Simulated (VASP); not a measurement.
Write the native input for VASP 6.6.1 that does the following.

| Property | Result |
| --- | --- |
| Task | relaxation of cell and atoms |
| Functional | PBE |
| Potentials or basis | VASP PAW PBE potentials, release 64 (Si, Ge_d) |
| Cutoff | 600 eV |
| k mesh | 5 × 5 × 1 |
| Occupations | gaussian, width 0.2 eV |
| Spin | no spin polarisation |
| Dipole correction | no |
| Further INCAR settings | ALGO = Normal; EDIFF = 1e-07; IBRION = 2; EDIFFG = -0.08; NSW = 36; ISIF = 3 |

The structure of SiGe5 lies in POSCAR:

```
SiGe5
1.0
    3.9740000000      0.0000000000      0.0000000000
   -1.9870000000      3.4415849500      0.0000000000
    0.0000000000      0.0000000000     19.4680000000
Si Ge
2 10
Direct
    0.3333333300      0.6666666700      0.0208300000
    0.6666666700      0.3333333300      0.9791700000
    0.6666666700      0.3333333300      0.8541700000
    0.3333333300      0.6666666700      0.1458300000
    0.0000000000      0.0000000000      0.8125000000
    0.0000000000      0.0000000000      0.6875000000
    0.0000000000      0.0000000000      0.1875000000
    0.0000000000      0.0000000000      0.3125000000
    0.3333333300      0.6666666700      0.5208300000
    0.6666666700      0.3333333300      0.4791700000
    0.6666666700      0.3333333300      0.3541700000
    0.3333333300      0.6666666700      0.6458300000
```

These files were run (other wordings do the same):

INCAR

```
SYSTEM = SiGe5
PREC = Accurate
ENCUT = 600
EDIFF = 1E-7
ISMEAR = 0
SIGMA = 0.2
LREAL = .False.
LASPH = .True.
NELM = 80
ALGO = Normal
ISIF = 3
LWAVE = .False.
LCHARG = .False.
GGA = PE
IBRION = 2
NSW = 36
EDIFFG = -0.08
```

KPOINTS

```
regular mesh
0
Gamma
  5 5 1
  0 0 0
```

Potentials or basis: VASP PAW PBE potentials, release 64 (Si, Ge_d).

Run with:

```console
$ cat potpaw_PBE.64/Si/POTCAR potpaw_PBE.64/Ge_d/POTCAR > POTCAR
$ mpirun -np 1 vasp_std > vasp.out
```

It gave:

* Relaxed volume: 23.30 Å³/atom
* Relaxed cell: a = 4.053 Å, b = 4.053 Å, c = 19.649 Å, α = 90.00°, β = 90.00°, γ = 120.00°
* Space group after relaxing (to 0.1 Å): P-3m1 (No. 164)
* Energy gained by relaxing: 15.6 meV/atom
* Ionic steps: 8
* Pressure after relaxing: 0.0 GPa
* Largest force after relaxing: 0.079 eV/Å

Caveat: the k points lie up to 0.36 Å⁻¹ apart in the final cell; the relaxation stopped at a loose force limit of 0.08 eV/Å, so its end isn't a converged minimum.

Wall time 22 min on 1 thread of Intel(R) Xeon(R) Platinum 8488C (Sapphire Rapids) (shared host), peak memory 0.48 GiB.
